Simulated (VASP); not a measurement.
# InP (P6/mmm) in VASP: a series of runs

InP is run at these levels: PBE; tasks: single point, relaxation of cell and atoms.

All numbers are computed with VASP 6.6.1; they aren't measurements. Logs are shortened: lines on timing, memory, paths and dates and some standing lists are left out, and cuts for length are marked.

### Step 1. The cell of the first run

It takes space group P6/mmm (No. 191, hexagonal). The conventional cell has a = 3.279 Å, b = 3.279 Å, c = 3.088 Å, α = 90.00°, β = 90.00°, γ = 120.00°. In (site symmetry 6/mmm) has 2 P at 1.54 Å within 2.1 Å. Within 2.1 Å of P (site symmetry 6/mmm) lie 2 In at 1.54 Å.

The cell was generated, and may not be a known phase.

### Step 2. Single point, PBE

Input file INCAR:

```
ALGO     = Normal         # electronic algorithm
EDIFF    = 1E-7           # SCF threshold, eV
ENCUT    = 520            # plane-wave cutoff, eV
GGA      = PE             # functional
ISIF     = 2              # what is computed and relaxed
ISMEAR   = 0              # smearing method
LASPH    = T              # aspherical terms in the spheres
LCHARG   = T              # write CHGCAR
LELF     = T              # ELF
LREAL    = F              # projectors in reciprocal space
LVHAR    = T            
LWAVE    = F              # write WAVECAR
NBANDS   = 16             # bands
NELM     = 80             # most SCF steps
PREC     = Accurate       # precision mode
SIGMA    = 0.1            # smearing width, eV
```

Input file KPOINTS:

```
k-points
0
Gamma
  6 6 6
```

Input file POSCAR:

```
InP
1.0
    3.2794246000      0.0000000000      0.0000000000
   -1.6397123000      2.8400650100      0.0000000000
    0.0000000000      0.0000000000      3.0876038900
In P
1 1
Direct
    0.0000000000      0.0000000000      0.0000000000
    0.0000000000      0.0000000000      0.5000000000
```

Potentials or basis: VASP PAW PBE potentials, release 64 (In_d, P).

The run is started by

```console
cat potpaw_PBE.64/In_d/POTCAR potpaw_PBE.64/P/POTCAR > POTCAR
mpirun -np 1 vasp_std > vasp.out
```

OUTCAR:

```text
EDIFF = 1E-7
   ENCUT = 520
   GGA = PE
   ISIF = 2
   ISMEAR = 0
   LASPH = T
   LREAL = F
   NELM = 80
   PREC = Accurate

 ion  position               nearest neighbor table
   1  0.000  0.000  0.000-   2 1.54   2 1.54
   2  0.000  0.000  0.500-   1 1.54   1 1.54

 -----------------------------------------------------------------------------
|                                                                             |
|           W    W    AA    RRRRR   N    N  II  N    N   GGGG   !!!           |
|           W    W   A  A   R    R  NN   N  II  NN   N  G    G  !!!           |
|           W    W  A    A  R    R  N N  N  II  N N  N  G       !!!           |
|           W WW W  AAAAAA  RRRRR   N  N N  II  N  N N  G  GGG   !            |
|           WW  WW  A    A  R   R   N   NN  II  N   NN  G    G                |
|           W    W  A    A  R    R  N    N  II  N    N   GGGG   !!!           |
|                                                                             |
|     The distance between some ions is very small. Please check the          |
|     nearest-neighbor list in the OUTCAR file.                               |
|     I HOPE YOU KNOW WHAT YOU ARE DOING!                                     |
|                                                                             |
 -----------------------------------------------------------------------------

  LATTYP: Found a hexagonal cell.
 ALAT       =     3.2794246000
 C/A-ratio  =     0.9415078151

  Lattice vectors:

 A1 = (   3.2794246000,   0.0000000000,   0.0000000000)
 A2 = (  -1.6397123000,   2.8400650100,   0.0000000000)
 A3 = (   0.0000000000,   0.0000000000,   3.0876038900)

Analysis of symmetry for initial positions (statically):
=====================================================================
 Subroutine PRICEL returns:
 Original cell was already a primitive cell.

 Routine SETGRP: Setting up the symmetry group for a
 hexagonal supercell.

 Subroutine GETGRP returns: Found 24 space group operations
 (whereof 24 operations were pure point group operations)
 out of a pool of 24 trial point group operations.

The static configuration has the point symmetry D_6h.

Analysis of symmetry for dynamics (positions and initial velocities):
=====================================================================
 Subroutine PRICEL returns:
 Original cell was already a primitive cell.

 Routine SETGRP: Setting up the symmetry group for a
 hexagonal supercell.

 Subroutine GETGRP returns: Found 24 space group operations
 (whereof 24 operations were pure point group operations)
 out of a pool of 24 trial point group operations.

The dynamic configuration has the point symmetry D_6h.

 Subroutine INISYM returns: Found 24 space group operations
 (whereof 24 operations are pure point group operations),
 and found     1 'primitive' translations

----------------------------------------------------------------------------------------

                                     Primitive cell

  volume of cell :      28.7573

  direct lattice vectors                    reciprocal lattice vectors
     3.279424600  0.000000000  0.000000000     0.304931542  0.176052308  0.000000000
    -1.639712300  2.840065010  0.000000000     0.000000000  0.352104616  0.000000000
     0.000000000  0.000000000  3.087603890     0.000000000  0.000000000  0.323875742

  length of vectors
     3.279424600  3.279424597  3.087603890     0.352104616  0.352104616  0.323875742

  position of ions in fractional coordinates (direct lattice)
     0.000000000  0.000000000  0.000000000
     0.000000000  0.000000000  0.500000000

  ion indices of the primitive-cell ions
   primitive index   ion index
                 1           1
                 2           2

----------------------------------------------------------------------------------------

 KPOINTS: k-points

Automatic generation of k-mesh.
 Grid dimensions read from file:
 generate k-points for:    6    6    6

 Generating k-lattice:

  Cartesian coordinates                     Fractional coordinates (reciprocal lattice)
     0.050821924  0.029342051  0.000000000     0.166666667 -0.000000000  0.000000000
     0.000000000  0.058684103  0.000000000     0.000000000  0.166666667  0.000000000
     0.000000000  0.000000000  0.053979290     0.000000000  0.000000000  0.166666667

  Length of vectors
     0.058684103  0.058684103  0.053979290

  Shift w.r.t. Gamma in fractional coordinates (k-lattice)
     0.000000000  0.000000000  0.000000000

 Subroutine IBZKPT returns following result:
 ===========================================

 Found     28 irreducible k-points:

 Following reciprocal coordinates:
            Coordinates               Weight
  0.000000  0.000000  0.000000      1.000000
  0.166667 -0.000000  0.000000      6.000000
  0.333333 -0.000000  0.000000      6.000000
  0.500000  0.000000  0.000000      3.000000
  0.166667  0.166667  0.000000      6.000000
  0.333333  0.166667  0.000000     12.000000
[... 16 lines left out ...]
  0.166667 -0.000000  0.500000      6.000000
  0.333333 -0.000000  0.500000      6.000000
 [... further k-points ...]
   k-points           NKPTS =     28   k-points in BZ     NKDIM =     28   number of bands    NBANDS=     16
   number of dos      NEDOS =    301   number of ions     NIONS =      2
   total plane-waves  NPLWV =  13824
   dimension x,y,z NGX =    24 NGY =   24 NGZ =   24
   dimension x,y,z NGXF=    48 NGYF=   48 NGZF=   48
   ions per type =               1   1
   NGX,Y,Z   is equivalent  to a cutoff of  12.17, 12.17, 12.92 a.u.
   NGXF,Y,Z  is equivalent  to a cutoff of  24.33, 24.33, 25.84 a.u.
 SYSTEM =  unknown system
   PREC   = accura    normal or accurate (medium, high low for compatibility)
   ISTART =      0    job   : 0-new  1-cont  2-samecut
   ICHARG =      2    charge: 1-file 2-atom 10-const
   ISPIN  =      1    spin polarized calculation?
   LNONCOLLINEAR =      F non collinear calculations
   LSORBIT =      F    spin-orbit coupling
   LASPH  =      T    aspherical Exc in radial PAW
   ENCUT  =  520.0 eV  38.22 Ry    6.18 a.u.   6.10  6.10  5.74*2*pi/ulx,y,z
   NELM   =     80;   NELMIN=  2; NELMDL= -5     # of ELM steps
   EDIFF  = 0.1E-06   stopping-criterion for ELM
   LREAL  =      F    real-space projection
   EDIFFG = 0.1E-05   stopping-criterion for IOM
   NSW    =      0    number of steps for IOM
   IBRION =     -1    ionic relax: 0-MD 1-quasi-New 2-CG
   NFREE  =      0    steps in history (QN), initial steepest desc. (CG)
   ISIF   =      2    stress and relaxation
   ISYM   =      2    0-nonsym 1-usesym 2-fastsym
   POTIM  = 0.5000    time-step for ionic-motion
   TEBEG  =    0.0;   TEEND  =   0.0 temperature during run
   PSTRESS=    0.0 pullay stress
   NELECT =      18.0000    total number of electrons
   NUPDOWN=      -1.0000    fix difference up-down
   EMIN   =  10.00;   EMAX   =-10.00  energy-range for DOS
   EFERMI =   0.00;   METHOD = LEGACY
   ISMEAR =     0;   SIGMA  =   0.10  broadening in eV -4-tet -1-fermi 0-gaus
   EFERMI_NEDOS =   21; number of points for ismear=-14 and -15
   IALGO  =     38    algorithm
   IMIX   =      4    mixing-type and parameters
     AMIX     =   0.40;   BMIX     =  1.00
     AMIX_MAG =   1.60;   BMIX_MAG =  1.00
  volume/ion in A,a.u.               =      14.38        97.03
  Fermi-wavevector in a.u.,A,eV,Ry     =   1.400393  2.646358 26.682380  1.961100
  Thomas-Fermi vector in A             =   2.523358
   LORBIT       =      0    0 simple, 1 ext, 2 COOP (PROOUT), +10 PAW based schemes
   GGA     = PE    functional components
   LHFCALC =     F    Hartree Fock is set to
   AEXX    =    0.0000 exact exchange contribution
   IVDW    =     0    specifies the selected vdW correction
   LEPSILON=     F    determine dielectric tensor
   LRPA    =     F    only Hartree local field effects (RPA)
 non-spin polarized calculation
 Gauss-broadening in eV      SIGMA  =   0.10
  energy-cutoff  :      520.00
  volume of cell :       28.76
 maximum number of plane-waves:       798
   NGX = 13   NGY = 13   NGZ = 11

 number of electron      18.0000003 magnetization

 Free energy of the ion-electron system (eV)
  ---------------------------------------------------
  ext. energy  EPLUGINS =         0.00000000
  ---------------------------------------------------
  free energy    TOTEN  =        23.28681695 eV

  energy without entropy =       23.28794352  energy(sigma->0) =       23.28738024

 E-fermi :  13.2385     XC(G=0): -11.8408

 val. band max:       13.0000986834   @ k =   0.5000   0.0000   0.3333
 cond. band min:      13.2402529193   @ k =   0.0000   0.0000   0.3333
 fundamental gap:      0.2401542359
 Fermi energy:        13.2384851759

 k-point     1 :       0.0000    0.0000    0.0000
  band No.  band energies     occupation
      1     -11.4290      2.00000
      2      -7.1483      2.00000
      3      -7.1483      2.00000
      4      -4.8842      2.00000
      5      -4.8842      2.00000
      6      -1.5803      2.00000
[... 8 lines left out ...]
     15      26.8393      0.00000
     16      29.7494      0.00000

 k-point     2 :       0.1667   -0.0000    0.0000
  band No.  band energies     occupation
      1     -11.4112      2.00000
      2      -7.1836      2.00000
      3      -7.1567      2.00000
      4      -4.9047      2.00000
      5      -4.8088      2.00000
      6      -1.1027      2.00000
[... 8 lines left out ...]
     15      25.5852      0.00000
     16      27.9714      0.00000

 k-point     3 :       0.3333   -0.0000    0.0000
  band No.  band energies     occupation
      1     -11.3751      2.00000
      2      -7.2530      2.00000
      3      -7.1733      2.00000
      4      -4.9552      2.00000
      5      -4.6533      2.00000
      6       0.2718      2.00000
[... 8 lines left out ...]
     15      27.0974      0.00000
     16      27.9193      0.00000
[... 362 lines left out ...]
 k-point    23 :       0.1667   -0.0000    0.5000
  band No.  band energies     occupation
      1      -9.8672      2.00000
      2      -7.4444      2.00000
      3      -7.3839      2.00000
      4      -4.8368      2.00000
      5      -4.7510      2.00000
      6       0.4254      2.00000
[... 8 lines left out ...]
     15      23.4741      0.00000
     16      25.8846      0.00000

 k-point    24 :       0.3333   -0.0000    0.5000
  band No.  band energies     occupation
      1      -9.8472      2.00000
      2      -7.5856      2.00000
      3      -7.4151      2.00000
      4      -4.8715      2.00000
      5      -4.6063      2.00000
      6       1.3516      2.00000
[... 8 lines left out ...]
     15      25.6099      0.00000
     16      26.2884      0.00000

 [... further k-points ...]

------------------------ aborting loop because EDIFF is reached ----------------------------------------

  FORCE on cell =-STRESS in cart. coord.  units (eV):
  Direction    XX          YY          ZZ          XY          YZ          ZX
  --------------------------------------------------------------------------------------
  -------------------------------------------------------------------------------------
  Total        5.7219772      5.7219772    199.3640817     -0.0000000      0.0000000      0.0000000
  in kB      318.7933070    318.7933063  11107.3380115     -0.0000000      0.0000000      0.0000000
  external PRESSURE =    3914.9748750 kB  Pullay stress =       0.0000000 kB

 VOLUME and BASIS-vectors are now :
 -----------------------------------------------------------------------------
  energy-cutoff  :      520.00
  volume of cell :       28.76
      direct lattice vectors                 reciprocal lattice vectors
     3.279424600  0.000000000  0.000000000     0.304931542  0.176052308  0.000000000
    -1.639712300  2.840065010  0.000000000     0.000000000  0.352104616  0.000000000
     0.000000000  0.000000000  3.087603890     0.000000000  0.000000000  0.323875742

 POSITION                                       TOTAL-FORCE (eV/Angst)
 -----------------------------------------------------------------------------------
      0.00000      0.00000      0.00000        -0.000000      0.000000      0.000000
      0.00000      0.00000      1.54380         0.000000      0.000000      0.000000
 -----------------------------------------------------------------------------------
    total drift:                                0.000000      0.000000     -0.000000

  FREE ENERGIE OF THE ION-ELECTRON SYSTEM (eV)
  ---------------------------------------------------
  free  energy   TOTEN  =        23.2868169479 eV

  energy  without entropy=       23.2879435234  energy(sigma->0) =       23.28738024
```

It took 9.1 s on 1 thread of AMD EPYC 9R45 (Zen 5), shared host; peak memory 0.11 GiB.

What came out:

```yaml
Free_energy: 23.2868 eV
Pressure: 391.5 GPa
Band_gap_on_the_k_mesh: zero (bands 9 and 10 overlap by 4.54 eV)
```

Stress tensor (GPa, compression positive):
```
  31.88    0.00    0.00
   0.00   31.88    0.00
   0.00    0.00 1110.73
```

Levels at points of the mesh, in eV from the Fermi level:
| k point | band 5 | band 6 | band 7 | band 8 | band 9 | band 10 | band 11 | band 12 | band 13 | band 14 |
| --- | --- | --- | --- | --- | --- | --- | --- | --- | --- | --- |
| (0.00, 0.00, 0.00) | -18.12 | -14.82 | -2.83 | -2.83 | -2.33 | 3.21 | 7.08 | 7.08 | 8.60 | 9.03 |
| (0.50, 0.00, 0.00) | -17.81 | -11.57 | -8.99 | -4.31 | -0.99 | 3.58 | 5.12 | 7.33 | 9.76 | 11.20 |
| (0.00, 0.00, 0.50) | -18.06 | -13.21 | -10.59 | 2.47 | 2.47 | 4.38 | 4.38 | 6.17 | 7.09 | 7.09 |
| (0.50, 0.00, 0.50) | -17.77 | -11.32 | -6.93 | -3.79 | -3.46 | 1.01 | 2.28 | 3.94 | 8.86 | 13.08 |

Caveat: the k points lie up to 0.37 Å⁻¹ apart, too coarse for converged energies and pressures of a metal; atoms lie so close that the PAW spheres overlap strongly, which falsifies energies and pressures; spin-orbit coupling is left out, which moves the levels of the heavy elements.

### Step 3. Single point, PBE

This run uses another cell than the first one, of 21.03 Å³/atom.

INCAR, as its differences from that of step 2:

```diff
@@ -1,3 +1,3 @@
 ALGO     = Normal         # electronic algorithm
-EDIFF    = 1E-7           # SCF threshold, eV
+EDIFF    = 1E-6           # SCF threshold, eV
 ENCUT    = 520            # plane-wave cutoff, eV
@@ -13,3 +13,3 @@
 NBANDS   = 16             # bands
-NELM     = 80             # most SCF steps
+NELM     = 60             # most SCF steps
 PREC     = Accurate       # precision mode
```

KPOINTS is that of step 2.

Input file POSCAR:

```
InP
1.0
    3.0083873046      0.0000000000      0.0000000000
   -1.5041936523      2.6053398302      0.0000000000
    0.0000000000      0.0000000000      5.3673826998
In P
1 1
Direct
    0.0000000000      0.0000000000      0.0000000000
    0.0000000000      0.0000000000      0.5000000000
```

Potentials or basis: VASP PAW PBE potentials, release 64 (In_d, P).

The run is started by

```console
cat potpaw_PBE.64/In_d/POTCAR potpaw_PBE.64/P/POTCAR > POTCAR
mpirun -np 1 vasp_std > vasp.out
```

It took 9.8 s on 1 thread of AMD EPYC 9R45 (Zen 5), shared host; peak memory 0.13 GiB.

Results (log left out):

* Free energy: -7.0093 eV
* Pressure: 0.0 GPa
* Band gap on the k mesh: zero (bands 9 and 10 overlap by 5.45 eV)

Stress tensor (GPa, compression positive):
```
-0.02  0.00  0.00
 0.00 -0.02  0.00
 0.00  0.00  0.12
```

Levels at points of the mesh, in eV from the Fermi level:
```csv
k point,band 6,band 7,band 8,band 9,band 10,band 11,band 12,band 13
"(0.00, 0.00, 0.00)",-12.22,-6.93,-5.07,4.32,4.32,6.95,9.97,11.55
"(0.50, 0.00, 0.00)",-8.60,-4.88,-2.03,-1.12,-1.10,2.02,4.14,7.01
"(0.00, 0.00, 0.50)",-11.84,-9.23,0.15,1.10,4.45,4.45,10.20,11.56
"(0.50, 0.00, 0.50)",-8.65,-4.20,-3.90,-2.60,2.23,3.59,5.47,7.03
```

Caveat: the k points lie up to 0.40 Å⁻¹ apart, too coarse for converged energies and pressures of a metal; spin-orbit coupling is left out, which moves the levels of the heavy elements.

### Step 4. Relaxation of cell and atoms, PBE

Input file INCAR:

```
SYSTEM = InP
ALGO = Normal
EDIFF = 1E-7
EDIFFG = -0.04
ENCUT = 600
GGA = PE
IBRION = 2
ISIF = 3
ISMEAR = 0
LASPH = .True.
LCHARG = .False.
LREAL = .False.
LWAVE = .False.
NELM = 100
NSW = 90
PREC = Accurate
SIGMA = 0.1
```

Input file KPOINTS:

```
k-points
0
Gamma
  6 6 6
  0 0 0
```

Input file POSCAR:

```
InP
1.0
    3.2794246000      0.0000000000      0.0000000000
   -1.6397123000      2.8400650100      0.0000000000
    0.0000000000      0.0000000000      3.0876038900
In P
1 1
Direct
    0.0000000000      0.0000000000      0.0000000000
    0.0000000000      0.0000000000      0.5000000000
```

The run is started by

```console
cat potpaw_PBE.64/In_d/POTCAR potpaw_PBE.64/P/POTCAR > POTCAR
mpirun -np 1 vasp_std > vasp.out
```

Run time: 2.1 min. Hardware: 1 thread of AMD EPYC 9R45 (Zen 5), shared host; peak memory 0.15 GiB.

The run converged. Its results:

```
Free energy                           : -6.9707 eV
Relaxed volume                        : 20.87 Å³/atom
Relaxed cell                          : a = 3.006 Å, b = 3.006 Å, c = 5.334 Å, α = 90.00°, β = 90.00°, γ = 120.00°
Space group after relaxing (to 0.1 Å) : P6/mmm (No. 191)
Pressure after relaxing               : 0.0 GPa
Band gap on the k mesh                : zero (bands 9 and 10 overlap by 5.40 eV)
```

Final structure:
```
CELL_PARAMETERS angstrom
3.00627 0.00000 0.00000
-1.50314 2.60351 0.00000
0.00000 0.00000 5.33363
ATOMIC_POSITIONS crystal
In 0.00000 0.00000 0.00000
P 0.00000 0.00000 0.50000
```

Levels at points of the mesh, in eV from the Fermi level:
| k point | band 5 | band 6 | band 7 | band 8 | band 9 | band 10 | band 11 | band 12 | band 13 |
| --- | --- | --- | --- | --- | --- | --- | --- | --- | --- |
| (0.00, 0.00, 0.00) | -14.20 | -12.24 | -6.85 | -5.09 | 4.33 | 4.33 | 7.12 | 10.05 | 11.55 |
| (0.50, 0.00, 0.00) | -14.03 | -8.60 | -4.90 | -2.05 | -1.04 | -1.04 | 2.02 | 4.18 | 7.01 |
| (0.00, 0.00, 0.50) | -14.20 | -11.86 | -9.24 | 0.26 | 1.20 | 4.47 | 4.47 | 10.25 | 12.15 |
| (0.50, 0.00, 0.50) | -14.03 | -8.67 | -4.20 | -3.91 | -2.59 | 2.24 | 3.72 | 5.59 | 7.04 |

Caveat: the k points lie up to 0.40 Å⁻¹ apart in the final cell, too coarse for converged energies and pressures of a metal; the volume moved by over 15 % at a fixed basis, so the end points are rough; spin-orbit coupling is left out, which moves the levels of the heavy elements.

(Continued in part 2 of 2.)

The gap in the log of VASP goes by the Fermi energy; the results here count the filled bands.